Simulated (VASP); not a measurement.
TiSi2:

```
Ti Si
1.0
    -1.45297    1.68899    4.15516
     1.45297   -1.68899    4.15516
     1.45297    1.68899   -4.15516
Ti Si
1 2
Direct
  0.00000 0.00000 0.00000
  0.67008 0.67008 0.00000
  0.32992 0.32992 0.00000
```

This cell differs from its parent crystal: volume scaled by 0.96.

Base run:

| Item | Value |
| --- | --- |
| Program | VASP 6.6.1 |
| Functional | PBE |
| Potentials or basis | VASP PAW PBE potentials, release 64 (Ti_sv, Si) |
| Cutoff | 520 eV |
| k mesh | 12 × 12 × 12 |
| Occupations | fermi-dirac, width 0.05 eV |
| Spin | no spin polarisation |

Its results: band gap on the k mesh zero (band 10 reaches 11.91 eV, above the bottom of band 11 at 9.46 eV); pressure 6.4 GPa; largest force 0.018 eV/Å.

**Question.** The run is repeated on the same cell with these changes: functional from PBE to LDA; potentials or basis from VASP PAW PBE potentials, release 64 (Ti_sv, Si) to VASP PAW LDA potentials, release 64 (Ti_sv, Si). What comes out?

**Answer.** Band gap on the k mesh zero (band 10 reaches 11.76 eV, above the bottom of band 11 at 9.37 eV); pressure -0.8 GPa; largest force 0.082 eV/Å.
